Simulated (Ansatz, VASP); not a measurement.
# C: VASP beside Ansatz

```
C
1.0
     0.00000    2.01036    2.01036
     2.01036    0.00000    2.01036
     2.01036    2.01036    0.00000
C
2
Direct
  0.80750 0.89750 0.89750
  0.19250 0.10250 0.10250
```

Change from the starting cell: shortest bond scaled by 0.82, LAPW.

Alike in both runs: task single point; functional PBE; k mesh 13 × 13 × 13; occupations fermi-dirac, width 0.05 eV; no spin polarisation.

|  | VASP | Ansatz |
| --- | --- | --- |
| version | VASP 6.6.1 | Ansatz 0.2.0 |
| potentials or method | VASP PAW PBE potentials, release 64 (C), cutoff 520 eV | all-electron LAPW, scalar-relativistic |

```tsv
	VASP	Ansatz	Ansatz less VASP
pressure (GPa)	-57.4	-57.7	-0.33
traceless stress, the component that is largest in VASP (GPa)	8.41	8.66	+0.248
rms of the force components (eV/Å)	4.030	4.004	-0.0262
```

Atom by atom the forces differ by 0.026 eV/Å (rms over components). Both programs put the cell under strong tension, so it lies far from rest at this level. Ansatz ran all-electron here, and VASP with PAW potentials.

Noted on VASP's run: the cell as given lies far from equilibrium.
